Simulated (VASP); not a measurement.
# BN (Fmm2) in VASP: further runs

Aim: see how the results for BN move with the level of theory and the settings. Levels: PBE, PBE+D3(BJ), PBE+D4. Tasks: single point.

Everything below comes from runs of VASP 6.6.1. Logs are shortened: lines on timing, memory, paths and dates and some standing lists are left out, and cuts for length are marked.

## 1. The cell of the first run

Symmetry: Fmm2, No. 42, orthorhombic system. The conventional cell has a = 2.502 Å, b = 6.586 Å, c = 4.327 Å, α = 90.00°, β = 90.00°, γ = 90.00°. Within 1.9 Å of B (site symmetry mm2) lie 3 N at 1.44 Å. N (site symmetry mm2) has 3 B at 1.44 Å within 1.9 Å.

## 2. Single point, PBE

INCAR reads:

```
SYSTEM = BN
PREC = Accurate
ENCUT = 520
EDIFF = 1E-6
ISMEAR = 0
SIGMA = 0.01
LREAL = .False.
LASPH = .True.
NELM = 80
ALGO = Normal
ISIF = 2
LWAVE = .False.
LCHARG = .True.
GGA = PE
LELF = .True.
LVHAR = .True.
NBANDS = 11
```

KPOINTS reads:

```
regular mesh
0
Gamma
  6 6 6
  0 0 0
```

POSCAR reads:

```
BN
1.0
    0.0000000000      3.2928550384      2.1632762179
    1.2509583998      0.0000000000      2.1632762179
    1.2509583998      3.2928550384      0.0000000000
B N
1 1
Direct
    0.0001138443      0.0001138443      0.9998861557
    0.6665861457      0.6665861457      0.3334138543
```

Potentials or basis: VASP PAW PBE potentials, release 64 (B, N).

Run with:

```console
> cat potpaw_PBE.64/B/POTCAR potpaw_PBE.64/N/POTCAR > POTCAR
> mpirun -np 1 vasp_std > vasp.out
```

OUTCAR:

```text
SYSTEM = BN
   PREC = Accurate
   ENCUT = 520
   EDIFF = 1E-6
   ISMEAR = 0
   LREAL = .False.
   LASPH = .True.
   NELM = 80
   ISIF = 2
   GGA = PE

 ion  position               nearest neighbor table
   1  0.000  0.000  1.000-   2 1.44   2 1.44   2 1.44
   2  0.667  0.667  0.333-   1 1.44   1 1.44   1 1.44

  LATTYP: Found a face centered orthorhombic cell.
 ALAT       =     2.5019167996
 B/A-ratio  =     1.7292950895
 C/A-ratio  =     2.6322658203

  Lattice vectors:

 A1 = (  -0.0000000000,   3.2928550384,   2.1632762179)
 A2 = (  -1.2509583998,   3.2928550384,   0.0000000000)
 A3 = (  -1.2509583998,   0.0000000000,   2.1632762179)

Analysis of symmetry for initial positions (statically):
=====================================================================
 Subroutine PRICEL returns:
 Original cell was already a primitive cell.

 Routine SETGRP: Setting up the symmetry group for a
 face centered orthorhombic supercell.

 Subroutine GETGRP returns: Found  4 space group operations
 (whereof  4 operations were pure point group operations)
 out of a pool of  8 trial point group operations.

The static configuration has the point symmetry C_2v.

Analysis of symmetry for dynamics (positions and initial velocities):
=====================================================================
 Subroutine PRICEL returns:
 Original cell was already a primitive cell.

 Routine SETGRP: Setting up the symmetry group for a
 face centered orthorhombic supercell.

 Subroutine GETGRP returns: Found  4 space group operations
 (whereof  4 operations were pure point group operations)
 out of a pool of  8 trial point group operations.

The dynamic configuration has the point symmetry C_2v.

 Subroutine INISYM returns: Found  4 space group operations
 (whereof  4 operations are pure point group operations),
 and found     1 'primitive' translations

----------------------------------------------------------------------------------------

                                     Primitive cell

  volume of cell :      17.8220

  direct lattice vectors                    reciprocal lattice vectors
     0.000000000  3.292855038  2.163276218    -0.399693547  0.151843915  0.231130910
     1.250958400  0.000000000  2.163276218     0.399693547 -0.151843915  0.231130910
     1.250958400  3.292855038  0.000000000     0.399693547  0.151843915 -0.231130910

  length of vectors
     3.939880493  2.498931954  3.522469478     0.486038068  0.486038068  0.486038068

  position of ions in fractional coordinates (direct lattice)
     0.000113844  0.000113844  0.999886156
     0.666586146  0.666586146  0.333413854

  ion indices of the primitive-cell ions
   primitive index   ion index
                 1           1
                 2           2

----------------------------------------------------------------------------------------

 KPOINTS: regular mesh

Automatic generation of k-mesh.
 Grid dimensions read from file:
 generate k-points for:    6    6    6

 Generating k-lattice:

  Cartesian coordinates                     Fractional coordinates (reciprocal lattice)
    -0.066615591  0.025307319  0.038521818     0.166666667  0.000000000  0.000000000
     0.066615591 -0.025307319  0.038521818     0.000000000  0.166666667  0.000000000
     0.066615591  0.025307319 -0.038521818     0.000000000  0.000000000  0.166666667

  Length of vectors
     0.081006345  0.081006345  0.081006345

  Shift w.r.t. Gamma in fractional coordinates (k-lattice)
     0.000000000  0.000000000  0.000000000

 Subroutine IBZKPT returns following result:
 ===========================================

 Found     46 irreducible k-points:

 Following reciprocal coordinates:
            Coordinates               Weight
  0.000000  0.000000  0.000000      1.000000
  0.166667  0.000000  0.000000      8.000000
  0.333333  0.000000  0.000000      8.000000
  0.500000  0.000000  0.000000      4.000000
  0.166667  0.166667  0.000000      2.000000
  0.333333  0.166667  0.000000      8.000000
[... 16 lines left out ...]
 -0.166667  0.166667  0.166667      8.000000
  0.500000  0.333333  0.166667      4.000000
 [... further k-points ...]
   k-points           NKPTS =     46   k-points in BZ     NKDIM =     46   number of bands    NBANDS=     11
   number of dos      NEDOS =    301   number of ions     NIONS =      2
   total plane-waves  NPLWV =  16800
   dimension x,y,z NGX =    30 NGY =   20 NGZ =   28
   dimension x,y,z NGXF=    60 NGYF=   40 NGZF=   56
   ions per type =               1   1
   NGX,Y,Z   is equivalent  to a cutoff of  12.66, 13.31, 13.21 a.u.
   NGXF,Y,Z  is equivalent  to a cutoff of  25.32, 26.61, 26.43 a.u.
 SYSTEM =  BN
   PREC   = accura    normal or accurate (medium, high low for compatibility)
   ISTART =      0    job   : 0-new  1-cont  2-samecut
   ICHARG =      2    charge: 1-file 2-atom 10-const
   ISPIN  =      1    spin polarized calculation?
   LNONCOLLINEAR =      F non collinear calculations
   LSORBIT =      F    spin-orbit coupling
   LASPH  =      T    aspherical Exc in radial PAW
   ENCUT  =  520.0 eV  38.22 Ry    6.18 a.u.   7.33  4.65  6.55*2*pi/ulx,y,z
   NELM   =     80;   NELMIN=  2; NELMDL= -5     # of ELM steps
   EDIFF  = 0.1E-05   stopping-criterion for ELM
   LREAL  =      F    real-space projection
   EDIFFG = 0.1E-04   stopping-criterion for IOM
   NSW    =      0    number of steps for IOM
   IBRION =     -1    ionic relax: 0-MD 1-quasi-New 2-CG
   NFREE  =      0    steps in history (QN), initial steepest desc. (CG)
   ISIF   =      2    stress and relaxation
   ISYM   =      2    0-nonsym 1-usesym 2-fastsym
   POTIM  = 0.5000    time-step for ionic-motion
   TEBEG  =    0.0;   TEEND  =   0.0 temperature during run
   PSTRESS=    0.0 pullay stress
   NELECT =       8.0000    total number of electrons
   NUPDOWN=      -1.0000    fix difference up-down
   EMIN   =  10.00;   EMAX   =-10.00  energy-range for DOS
   EFERMI =   0.00;   METHOD = LEGACY
   ISMEAR =     0;   SIGMA  =   0.01  broadening in eV -4-tet -1-fermi 0-gaus
   EFERMI_NEDOS =   21; number of points for ismear=-14 and -15
   IALGO  =     38    algorithm
   IMIX   =      4    mixing-type and parameters
     AMIX     =   0.40;   BMIX     =  1.00
     AMIX_MAG =   1.60;   BMIX_MAG =  1.00
  volume/ion in A,a.u.               =       8.91        60.13
  Fermi-wavevector in a.u.,A,eV,Ry     =   1.253485  2.368742 21.377796  1.571224
  Thomas-Fermi vector in A             =   2.387335
   LORBIT       =      0    0 simple, 1 ext, 2 COOP (PROOUT), +10 PAW based schemes
   GGA     = PE    functional components
   LHFCALC =     F    Hartree Fock is set to
   AEXX    =    0.0000 exact exchange contribution
   IVDW    =     0    specifies the selected vdW correction
   LEPSILON=     F    determine dielectric tensor
   LRPA    =     F    only Hartree local field effects (RPA)
 non-spin polarized calculation
 Gauss-broadening in eV      SIGMA  =   0.01
  energy-cutoff  :      520.00
  volume of cell :       17.82
 maximum number of plane-waves:       501
 NGX is ok and might be reduce to    30
   NGX = 15   NGY =  9   NGZ = 13

 number of electron       8.0000000 magnetization

 Free energy of the ion-electron system (eV)
  ---------------------------------------------------
  ext. energy  EPLUGINS =         0.00000000
  ---------------------------------------------------
  free energy    TOTEN  =       -17.56784804 eV

  energy without entropy =      -17.56784804  energy(sigma->0) =      -17.56784804

 E-fermi :   2.5379     XC(G=0): -10.1426

 val. band max:        2.4869063323   @ k =   0.5000  -0.3333   0.1667
 cond. band min:       6.0930767684   @ k =   0.0000   0.5000   0.5000
 fundamental gap:      3.6061704360
 Fermi energy:         2.5379264275

 k-point     1 :       0.0000    0.0000    0.0000
  band No.  band energies     occupation
      1     -15.4778      2.00000
      2      -1.7167      2.00000
      3       1.0564      2.00000
      4       1.0611      2.00000
      5       7.6513      0.00000
      6      13.9866      0.00000
      7      14.0915      0.00000
      8      15.5994      0.00000
      9      17.2273      0.00000
     10      28.1774      0.00000
     11      30.6081      0.00000

 k-point     2 :       0.1667    0.0000    0.0000
  band No.  band energies     occupation
      1     -14.9205      2.00000
      2      -1.2595      2.00000
      3      -0.8951      2.00000
      4       0.1663      2.00000
      5       8.8406      0.00000
      6      13.7070      0.00000
      7      13.8715      0.00000
      8      16.2257      0.00000
      9      18.7878      0.00000
     10      25.1695      0.00000
     11      28.8723      0.00000

 k-point     3 :       0.3333    0.0000    0.0000
  band No.  band energies     occupation
      1     -13.4287      2.00000
      2      -4.4974      2.00000
      3      -1.1945      2.00000
      4       0.1753      2.00000
      5       9.3021      0.00000
      6      11.8165      0.00000
      7      14.0935      0.00000
      8      20.5646      0.00000
      9      21.0822      0.00000
     10      22.2239      0.00000
     11      26.5258      0.00000

 k-point     4 :       0.5000    0.0000    0.0000
  band No.  band energies     occupation
      1     -12.2242      2.00000
      2      -6.5397      2.00000
      3      -1.7494      2.00000
      4       1.4446      2.00000
      5       7.0666      0.00000
      6      12.3566      0.00000
      7      16.1272      0.00000
      8      18.8212      0.00000
      9      22.9577      0.00000
     10      24.2980      0.00000
     11      25.6844      0.00000

 k-point     5 :       0.1667    0.1667    0.0000
  band No.  band energies     occupation
      1     -14.9377      2.00000
      2      -1.0547      2.00000
      3      -0.9675      2.00000
      4       0.1710      2.00000
      5       8.5581      0.00000
      6      13.8327      0.00000
      7      14.0162      0.00000
      8      16.3080      0.00000
      9      18.5400      0.00000
     10      27.4543      0.00000
     11      27.6718      0.00000
[... 211 lines left out ...]
 k-point    21 :       0.5000    0.1667    0.1667
  band No.  band energies     occupation
      1     -13.8046      2.00000
      2      -3.1542      2.00000
      3      -1.5512      2.00000
      4      -0.8536      2.00000
      5      10.3270      0.00000
      6      13.4025      0.00000
      7      14.8768      0.00000
      8      17.2902      0.00000
      9      20.6102      0.00000
     10      22.7538      0.00000
     11      27.0923      0.00000

 k-point    22 :      -0.3333    0.1667    0.1667
  band No.  band energies     occupation
      1     -12.2801      2.00000
      2      -5.7213      2.00000
      3      -2.9087      2.00000
      4       0.9988      2.00000
      5       7.8404      0.00000
      6      14.4164      0.00000
      7      15.9356      0.00000
      8      17.9602      0.00000
      9      21.0760      0.00000
     10      23.4721      0.00000
     11      25.0006      0.00000

 k-point    23 :      -0.1667    0.1667    0.1667
  band No.  band energies     occupation
      1     -12.3691      2.00000
      2      -5.6814      2.00000
      3      -2.8866      2.00000
      4       1.7053      2.00000
      5       7.6694      0.00000
      6      13.0334      0.00000
      7      15.7378      0.00000
      8      17.0676      0.00000
      9      20.5894      0.00000
     10      24.5360      0.00000
     11      25.6078      0.00000

 k-point    24 :       0.5000    0.3333    0.1667
  band No.  band energies     occupation
      1     -13.4249      2.00000
      2      -4.5572      2.00000
      3      -1.2057      2.00000
      4       0.2033      2.00000
      5       9.8038      0.00000
      6      11.8197      0.00000
      7      14.2793      0.00000
      8      19.2070      0.00000
      9      21.1091      0.00000
     10      23.7358      0.00000
     11      25.5389      0.00000

 [... further k-points ...]
[... 5 lines left out ...]
  --------------------------------------------------------------------------------------
  -------------------------------------------------------------------------------------
  Total        0.5911008      0.3803718      0.5986150      0.0000000      0.0000000      0.0000000
  in kB       53.1391625     34.1949051     53.8146745      0.0000000      0.0000000      0.0000000
  external PRESSURE =      47.0495807 kB  Pullay stress =       0.0000000 kB

 VOLUME and BASIS-vectors are now :
 -----------------------------------------------------------------------------
  energy-cutoff  :      520.00
  volume of cell :       17.82
      direct lattice vectors                 reciprocal lattice vectors
     0.000000000  3.292855038  2.163276218    -0.399693547  0.151843915  0.231130910
     1.250958400  0.000000000  2.163276218     0.399693547 -0.151843915  0.231130910
     1.250958400  3.292855038  0.000000000     0.399693547  0.151843915 -0.231130910

 POSITION                                       TOTAL-FORCE (eV/Angst)
 -----------------------------------------------------------------------------------
      1.25096      3.29286      0.00049         0.000000      0.000000      0.002419
      1.25096      3.29286      2.88402         0.000000      0.000000     -0.002419
 -----------------------------------------------------------------------------------
    total drift:                                0.000003      0.000015     -0.000038

  FREE ENERGIE OF THE ION-ELECTRON SYSTEM (eV)
  ---------------------------------------------------
  free  energy   TOTEN  =       -17.5678480379 eV

  energy  without entropy=      -17.5678480379  energy(sigma->0) =      -17.56784804
```

It took 8.2 s on 1 thread of Intel Xeon Platinum 8559C (Emerald Rapids), shared host; peak memory 0.14 GiB.

Results:

```
Free energy            : -17.5678 eV
Pressure               : 4.7 GPa
Band gap on the k mesh : 3.61 eV, indirect (least direct gap 4.54 eV)
```

Forces on the atoms (eV/Å):
```
B    0.000  0.000  0.002
N    0.000  0.000 -0.002
```

Stress tensor (GPa, compression positive):
```
5.31 0.00 0.00
0.00 3.42 0.00
0.00 0.00 5.38
```

Caveat: the k points lie up to 0.51 Å⁻¹ apart. PBE gaps usually lie below the measured ones, often by a third to a half.

## 3. Single point, PBE+D3(BJ)

This run uses another cell than the first one, of 9.08 Å³/atom, 1.019 times its volume.

INCAR reads:

```
SYSTEM = BN
ALGO = Normal ; EDIFF = 1E-6
ENCUT = 520 ; GGA = PE
ISIF = 2 ; ISMEAR = -1
IVDW = 12 ; LASPH = .TRUE.
LCHARG = .FALSE. ; LREAL = .FALSE.
LWAVE = .FALSE. ; NBANDS = 11
NELM = 100 ; PREC = Accurate
SIGMA = 0.02
```

KPOINTS reads:

```
k-points
0
G
  10 10 10
  0 0 0
```

POSCAR reads:

```
BN
1.0
    0.0000000000      3.3393983313      2.1688414181
    1.2538485156      0.0000000000      2.1688414181
    1.2538485156      3.3393983313      0.0000000000
B N
1 1
Direct
    0.0001069422      0.0001069422      0.9998930578
    0.6665930478      0.6665930478      0.3334069522
```

Potentials or basis: VASP PAW PBE potentials, release 64 (B, N).

Run with:

```console
> cat potpaw_PBE.64/B/POTCAR potpaw_PBE.64/N/POTCAR > POTCAR
> mpirun -np 1 vasp_std > vasp.out
```

It took 26 s on 1 thread of Intel Xeon Platinum 8559C (Emerald Rapids), shared host; peak memory 0.17 GiB.

The run converged. Its results:

| Quantity | Value |
| --- | --- |
| Free energy | -17.8557 eV |
| Pressure | 0.1 GPa |
| Band gap on the k mesh | 3.66 eV, indirect (least direct gap 4.67 eV) |
| Dispersion energy per atom | -0.140 eV |

Stress tensor (GPa, compression positive):
```
 0.18  0.00  0.00
 0.00 -0.15  0.00
 0.00  0.00  0.18
```

Levels at points of the mesh, in eV from the valence-band top:
| k point | band 1 | band 2 | band 3 | band 4 | band 5 | band 6 | band 7 | band 8 |
| --- | --- | --- | --- | --- | --- | --- | --- | --- |
| (0.00, 0.00, 0.00) | -17.89 | -4.23 | -1.43 | -1.42 | 5.09 | 11.45 | 11.55 | 13.01 |
| (0.50, 0.00, 0.00) | -14.67 | -8.98 | -4.21 | -1.02 | 4.59 | 9.80 | 13.54 | 16.13 |
| (0.50, 0.50, 0.00) | -14.74 | -9.11 | -4.21 | -0.38 | 5.99 | 9.38 | 12.35 | 14.00 |
| (0.50, 0.00, 0.50) | -17.61 | -6.28 | -1.46 | -1.41 | 10.07 | 11.40 | 11.49 | 12.14 |
| (0.00, 0.50, 0.50) | -14.59 | -8.84 | -4.27 | -1.60 | 3.66 | 9.80 | 14.81 | 18.91 |

## 4. Single point, PBE+D4

This run uses another cell than the first one, of 9.00 Å³/atom, 1.010 times its volume.

INCAR reads:

```
SYSTEM = BN
  ALGO = Normal
  EDIFF = 1E-6
  ENCUT = 520
  GGA = PE
  ISIF = 2
  ISMEAR = -1
  IVDW = 13
  LASPH = .TRUE.
  LCHARG = .FALSE.
  LREAL = .FALSE.
  LWAVE = .FALSE.
  NBANDS = 11
  NELM = 80
  PREC = Accurate
  SIGMA = 0.02
```

KPOINTS is that of step 3.

POSCAR reads:

```
BN
1.0
    0.0000000000      3.3068410412      2.1691960783
    1.2542106377      0.0000000000      2.1691960783
    1.2542106377      3.3068410412      0.0000000000
B N
1 1
Direct
    0.0001145219      0.0001145219      0.9998854781
    0.6665854681      0.6665854681      0.3334145319
```

Run with:

```console
> cat potpaw_PBE.64/B/POTCAR potpaw_PBE.64/N/POTCAR > POTCAR
> mpirun -np 1 vasp_std > vasp.out
```

Wall time 29 s (1 thread of Intel Xeon Platinum 8559C (Emerald Rapids), shared host); peak memory 0.16 GiB.

It converged, with:

| Quantity | Value |
| --- | --- |
| Free energy | -17.8946 eV |
| Pressure | 0.1 GPa |
| Band gap on the k mesh | 3.59 eV, indirect (least direct gap 4.66 eV) |
| Dispersion energy per atom | -0.161 eV |

Stress tensor (GPa, compression positive):
```
 0.16  0.00  0.00
 0.00 -0.14  0.00
 0.00  0.00  0.16
```

Levels at points of the mesh, in eV from the valence-band top:
```
           k point  band 2  band 3  band 4  band 5  band 6  band 7
(0.00, 0.00, 0.00)   -4.20   -1.45   -1.45    5.12   11.42   11.52
(0.50, 0.00, 0.00)   -9.01   -4.24   -1.05    4.55    9.77   13.56
(0.50, 0.50, 0.00)   -9.14   -4.23   -0.37    6.02    9.35   12.35
(0.50, 0.00, 0.50)   -6.35   -1.49   -1.44   10.14   11.36   11.46
(0.00, 0.50, 0.50)   -8.86   -4.30   -1.66    3.59    9.76   14.86
```

A k mesh can miss the band edges. Expect the measured gap to be larger: semilocal functionals such as PBE lack the derivative discontinuity.

## 5. The runs side by side

```tsv
level	cell	k mesh	smearing	gap on the mesh (eV)	pressure (GPa)
PBE	a = 3.940, b = 2.499, c = 3.522 Å, angles 79.8, 38.6, 61.6°, 2 atoms	6 × 6 × 6	gaussian 0.01 eV	3.61	4.7
PBE+D3(BJ)	a = 3.982, b = 2.505, c = 3.567 Å, angles 79.9, 38.3, 61.9°, 2 atoms	10 × 10 × 10	fermi-dirac 0.02 eV	3.66	0.1
PBE+D4	a = 3.955, b = 2.506, c = 3.537 Å, angles 79.8, 38.6, 61.7°, 2 atoms	10 × 10 × 10	fermi-dirac 0.02 eV	3.59	0.1
```

Alike in all rows: task single point; potentials or basis VASP PAW PBE potentials, release 64 (B, N); no spin polarisation; cutoff (eV) 520.

Caveats: some runs use coarse meshes.

Absolute energies hang on the potentials; compare differences alone.
